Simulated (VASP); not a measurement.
# Be3V (Fm-3m) in VASP: settings compared, part 2 of 2

VASP 6.6.1. Earlier steps stand in the parts before.

## 4. Single point, PBE, collinear spin, ferromagnetic start

Contents of INCAR:

```
PREC = Accurate
ENCUT = 520
EDIFF = 1E-6
ISMEAR = -1
SIGMA = 0.05
LREAL = F
LASPH = T
NELM = 150
ALGO = Normal
ISIF = 2
LWAVE = F
LCHARG = F
ISPIN = 2
MAGMOM = 0 0 0 2
LORBIT = 11
LMAXMIX = 4
GGA = PE
NBANDS = 22
```

Contents of KPOINTS:

```
regular mesh
0
Gamma
  14 14 14
```

Contents of POSCAR:

```
Be3V
1.0
    0.0000000000      2.6683789050      2.6683789050
    2.6683789050      0.0000000000      2.6683789050
    2.6683789050      2.6683789050      0.0000000000
Be V
3 1
Direct
    0.2500000000      0.2500000000      0.2500000000
    0.7500000000      0.7500000000      0.7500000000
    0.5000000000      0.5000000000      0.5000000000
    0.0000000000      0.0000000000      0.0000000000
```

Potentials or basis: VASP PAW PBE potentials, release 64 (Be, V_sv).

On the command line:

```console
cat potpaw_PBE.64/Be/POTCAR potpaw_PBE.64/V_sv/POTCAR > POTCAR
mpirun -np 1 vasp_std > vasp.out
```

OUTCAR:

```text
PREC = Accurate
   ENCUT = 520
   EDIFF = 1E-6
   ISMEAR = -1
   LREAL = F
   LASPH = T
   NELM = 150
   ISIF = 2
   ISPIN = 2
   LORBIT = 11
   GGA = PE

 ion  position               nearest neighbor table
   1  0.250  0.250  0.250-   4 2.31   4 2.31   4 2.31   3 2.31   3 2.31   3 2.31   4 2.31   3 2.31

   2  0.750  0.750  0.750-   3 2.31   3 2.31   3 2.31   4 2.31   4 2.31   4 2.31   4 2.31   3 2.31

   3  0.500  0.500  0.500-   1 2.31   1 2.31   1 2.31   2 2.31   2 2.31   2 2.31   2 2.31   1 2.31

   4  0.000  0.000  0.000-   2 2.31   2 2.31   2 2.31   1 2.31   1 2.31   1 2.31   2 2.31   1 2.31

  LATTYP: Found a face centered cubic cell.
 ALAT       =     5.3367578100

  Lattice vectors:

 A1 = (   0.0000000000,   2.6683789050,   2.6683789050)
 A2 = (   2.6683789050,   0.0000000000,   2.6683789050)
 A3 = (   2.6683789050,   2.6683789050,   0.0000000000)

Analysis of symmetry for initial positions (statically):
=====================================================================
 Subroutine PRICEL returns:
 Original cell was already a primitive cell.

 Routine SETGRP: Setting up the symmetry group for a
 face centered cubic supercell.

 Subroutine GETGRP returns: Found 48 space group operations
 (whereof 48 operations were pure point group operations)
 out of a pool of 48 trial point group operations.

The static configuration has the point symmetry O_h .

Analysis of symmetry for dynamics (positions and initial velocities):
=====================================================================
 Subroutine PRICEL returns:
 Original cell was already a primitive cell.

 Routine SETGRP: Setting up the symmetry group for a
 face centered cubic supercell.

 Subroutine GETGRP returns: Found 48 space group operations
 (whereof 48 operations were pure point group operations)
 out of a pool of 48 trial point group operations.

The dynamic configuration has the point symmetry O_h .

Analysis of structural, dynamic, and magnetic symmetry:
=====================================================================
 Subroutine PRICEL returns:
 Original cell was already a primitive cell.

 Routine SETGRP: Setting up the symmetry group for a
 face centered cubic supercell.

 Subroutine GETGRP returns: Found 48 space group operations
 (whereof 48 operations were pure point group operations)
 out of a pool of 48 trial point group operations.

The overall configuration has the point symmetry O_h .

 Subroutine INISYM returns: Found 48 space group operations
 (whereof 48 operations are pure point group operations),
 and found     1 'primitive' translations

----------------------------------------------------------------------------------------

                                     Primitive cell

  volume of cell :      37.9990

  direct lattice vectors                    reciprocal lattice vectors
     0.000000000  2.668378905  2.668378905    -0.187379685  0.187379685  0.187379685
     2.668378905  0.000000000  2.668378905     0.187379685 -0.187379685  0.187379685
     2.668378905  2.668378905  0.000000000     0.187379685  0.187379685 -0.187379685

  length of vectors
     3.773657637  3.773657637  3.773657637     0.324551136  0.324551136  0.324551136

  position of ions in fractional coordinates (direct lattice)
     0.250000000  0.250000000  0.250000000
     0.750000000  0.750000000  0.750000000
     0.500000000  0.500000000  0.500000000
     0.000000000  0.000000000  0.000000000

  ion indices of the primitive-cell ions
[... 80 lines left out ...]
   NSW    =      0    number of steps for IOM
   IBRION =     -1    ionic relax: 0-MD 1-quasi-New 2-CG
   NFREE  =      0    steps in history (QN), initial steepest desc. (CG)
   ISIF   =      2    stress and relaxation
   ISYM   =      2    0-nonsym 1-usesym 2-fastsym
   POTIM  = 0.5000    time-step for ionic-motion
   TEBEG  =    0.0;   TEEND  =   0.0 temperature during run
   PSTRESS=    0.0 pullay stress
   NELECT =      19.0000    total number of electrons
   NUPDOWN=      -1.0000    fix difference up-down
   EMIN   =  10.00;   EMAX   =-10.00  energy-range for DOS
   EFERMI =   0.00;   METHOD = LEGACY
   ISMEAR =    -1;   SIGMA  =   0.05  broadening in eV -4-tet -1-fermi 0-gaus
   EFERMI_NEDOS =   21; number of points for ismear=-14 and -15
   IALGO  =     38    algorithm
   IMIX   =      4    mixing-type and parameters
     AMIX     =   0.40;   BMIX     =  1.00
     AMIX_MAG =   1.60;   BMIX_MAG =  1.00
  volume/ion in A,a.u.               =       9.50        64.11
  Fermi-wavevector in a.u.,A,eV,Ry     =   1.299377  2.455467 22.971815  1.688381
  Thomas-Fermi vector in A             =   2.430645
   LORBIT       =     11    0 simple, 1 ext, 2 COOP (PROOUT), +10 PAW based schemes
   GGA     = PE    functional components
   LHFCALC =     F    Hartree Fock is set to
   AEXX    =    0.0000 exact exchange contribution
   IVDW    =     0    specifies the selected vdW correction
   LEPSILON=     F    determine dielectric tensor
   LRPA    =     F    only Hartree local field effects (RPA)
 spin polarized calculation
  energy-cutoff  :      520.00
  volume of cell :       38.00
 maximum number of plane-waves:      1034
   NGX = 13   NGY = 13   NGZ = 13

 number of electron      19.0000003 magnetization       0.0004065

 number of electron      19.0000003 magnetization      -0.0012649

 Free energy of the ion-electron system (eV)
  ---------------------------------------------------
  ext. energy  EPLUGINS =         0.00000000
  ---------------------------------------------------
  free energy    TOTEN  =       -19.91196992 eV

  energy without entropy =      -19.88778387  energy(sigma->0) =      -19.89987689

 E-fermi :   7.8934     XC(G=0): -11.3308

 val. band max:        7.8925636545   @ k =   0.4286   0.0000   0.0000
 cond. band min:       7.9012475577   @ k =  -0.3571   0.5000   0.1429
 fundamental gap:      0.0086839032
 Fermi energy:         7.8933948607

 spin component 1

 k-point     1 :       0.0000    0.0000    0.0000
  band No.  band energies     occupation
      1     -56.2310      1.00000
      2     -30.1243      1.00000
      3     -30.1243      1.00000
      4     -30.1243      1.00000
      5      -1.8922      1.00000
      6       5.2877      1.00000
[... 565 lines left out ...]
     20      18.9311      0.00000
     21      20.5440      0.00000

 [... further k-points ...]

 spin component 2

 k-point     1 :       0.0000    0.0000    0.0000
  band No.  band energies     occupation
      1     -56.2322      1.00000
      2     -30.1254      1.00000
      3     -30.1254      1.00000
      4     -30.1254      1.00000
      5      -1.8923      1.00000
      6       5.2871      1.00000
[... 565 lines left out ...]
     20      18.9309      0.00000
     21      20.5440      0.00000

 [... further k-points ...]

 [bands above 21 left out]

------------------------ aborting loop because EDIFF is reached ----------------------------------------

  FORCE on cell =-STRESS in cart. coord.  units (eV):
  Direction    XX          YY          ZZ          XY          YZ          ZX
  --------------------------------------------------------------------------------------
  -------------------------------------------------------------------------------------
  Total       -0.2068361     -0.2068361     -0.2068361      0.0000000      0.0000000     -0.0000000
  in kB       -8.7209636     -8.7209636     -8.7209636      0.0000000      0.0000000     -0.0000000
  external PRESSURE =      -8.7209636 kB  Pullay stress =       0.0000000 kB

 VOLUME and BASIS-vectors are now :
 -----------------------------------------------------------------------------
  energy-cutoff  :      520.00
  volume of cell :       38.00
      direct lattice vectors                 reciprocal lattice vectors
     0.000000000  2.668378905  2.668378905    -0.187379685  0.187379685  0.187379685
     2.668378905  0.000000000  2.668378905     0.187379685 -0.187379685  0.187379685
     2.668378905  2.668378905  0.000000000     0.187379685  0.187379685 -0.187379685

 POSITION                                       TOTAL-FORCE (eV/Angst)
 -----------------------------------------------------------------------------------
      1.33419      1.33419      1.33419        -0.000000     -0.000000      0.000000
      4.00257      4.00257      4.00257         0.000000      0.000000      0.000000
      2.66838      2.66838      2.66838        -0.000000     -0.000000     -0.000000
      0.00000      0.00000      0.00000        -0.000000     -0.000000     -0.000000
 -----------------------------------------------------------------------------------
    total drift:                               -0.000000     -0.000000      0.000000

  FREE ENERGIE OF THE ION-ELECTRON SYSTEM (eV)
  ---------------------------------------------------
  free  energy   TOTEN  =       -19.9119699161 eV

  energy  without entropy=      -19.8877838723  energy(sigma->0) =      -19.89987689

 total charge

# of ion       s       p       d       tot
------------------------------------------
    1        0.459   0.715   0.000   1.173
    2        0.459   0.715   0.000   1.173
    3        0.384   0.675   0.000   1.059
    4        2.265   6.196   3.243  11.704
--------------------------------------------------
tot          3.567   8.300   3.243  15.110

 magnetization (x)

# of ion       s       p       d       tot
------------------------------------------
    1        0.000   0.000   0.000   0.000
    2        0.000   0.000   0.000   0.000
    3        0.000   0.000   0.000   0.000
    4       -0.000  -0.000  -0.001  -0.001
--------------------------------------------------
tot          0.000   0.000  -0.001  -0.001
```

It took 2.9 min on 1 thread of Oxide Virtual Turin-like, shared host; peak memory 0.23 GiB.

Results:

| Item | Value |
| --- | --- |
| Free energy | -19.9120 eV |
| Pressure | -0.9 GPa |
| Net moment | 0.00 μB per cell |
| Valence electrons inside the program's atomic spheres | Be 1.17, 1.06 (each value once); V 11.70 |

Caveat: the moments typed at the start vanished in this run.

## 5. Single point, r2SCAN, collinear spin, ferromagnetic start

POSCAR is that of step 4.

Contents of INCAR.step1:

```
SYSTEM = Be3V
PREC = Accurate
ENCUT = 520
ISMEAR = 0
SIGMA = 0.1
LREAL = .FALSE.
LASPH = .TRUE.
NELM = 150
ISPIN = 2
MAGMOM = 0 0 0 2
LMAXMIX = 4
NBANDS = 22
GGA = PE
ALGO = Normal
EDIFF = 1E-4
LWAVE = .TRUE.
LCHARG = .FALSE.
```

Contents of INCAR.step2:

```
SYSTEM = Be3V
PREC = Accurate
ENCUT = 520
EDIFF = 1E-6
ISMEAR = 0
SIGMA = 0.1
LREAL = .FALSE.
LASPH = .TRUE.
NELM = 150
ALGO = Normal
ISIF = 2
LWAVE = .FALSE.
LCHARG = .FALSE.
ISPIN = 2
MAGMOM = 0 0 0 2
LORBIT = 11
LMAXMIX = 4
METAGGA = R2SCAN
LMIXTAU = .TRUE.
NBANDS = 22
ISTART = 1
```

Contents of KPOINTS:

```
Automatic mesh
0
G
  14 14 14
  0 0 0
```

On the command line:

```console
cat potpaw_PBE.64/Be/POTCAR potpaw_PBE.64/V_sv/POTCAR > POTCAR
cp INCAR.step1 INCAR
mpirun -np 1 vasp_std > vasp.out
cp INCAR.step2 INCAR
mpirun -np 1 vasp_std > vasp.out
```

Wall time 12 min (1 thread of Oxide Virtual Turin-like, shared host); peak memory 0.24 GiB.

The run converged. Its results:

| Quantity | Value |
| --- | --- |
| Free energy | -26.7705 eV |
| Pressure | -1.9 GPa |
| Net moment | 0.00 μB per cell |
| Valence electrons inside the program's atomic spheres | Be 1.18, 1.06 (each value once); V 11.68 |

Levels at points of the mesh, in eV from the Fermi level:
Spin up:
| k point | band 5 | band 6 | band 7 | band 8 | band 9 | band 10 | band 11 | band 12 | band 13 | band 14 |
| --- | --- | --- | --- | --- | --- | --- | --- | --- | --- | --- |
| (0.00, 0.00, 0.00) | -10.54 | -2.80 | -2.80 | -2.80 | -0.07 | -0.07 | 2.58 | 2.58 | 2.58 | 6.81 |
| (0.50, 0.00, 0.00) | -7.33 | -7.00 | -3.02 | -3.02 | 0.21 | 0.21 | 0.24 | 2.23 | 2.23 | 5.06 |
| (0.50, 0.50, 0.00) | -6.73 | -5.69 | -3.34 | -2.85 | -2.85 | 0.13 | 0.13 | 0.64 | 0.66 | 5.45 |
Spin down:
```
           k point  band 7  band 8  band 9  band 10  band 11  band 12
(0.00, 0.00, 0.00)   -2.80   -2.80   -0.07    -0.07     2.58     2.58
(0.50, 0.00, 0.00)   -3.02   -3.02    0.21     0.21     0.24     2.23
(0.50, 0.50, 0.00)   -3.34   -2.85   -2.85     0.13     0.13     0.64
```

Caveat: the moments typed at the start vanished in this run; the PAW data sets were made with another functional, which shifts forces and pressure a little.

## 6. The runs side by side

```tsv
level	smearing	gap on the mesh (eV)	pressure (GPa)	moment (μB)
PBE	gaussian 0.1 eV	none	-0.8	0.02
PBE	fermi-dirac 0.05 eV	none	-0.9	0.00
r2SCAN	gaussian 0.1 eV	none	-1.9	0.00
```

Alike in all rows: task single point; potentials or basis VASP PAW PBE potentials, release 64 (Be, V_sv); spin collinear, ferromagnetic start; cell as given; k mesh 14 × 14 × 14; cutoff (eV) 520.

The pressure there spans -1.9 GPa (r2SCAN) to -0.8 GPa (PBE); a positive pressure means that this level wants a larger cell, a negative one a smaller.

Caveats: the moments typed at the start vanished in this run; the PAW data sets were made with another functional, which shifts forces and pressure a little (at least some runs).

Absolute energies hang on the potentials; compare differences alone.
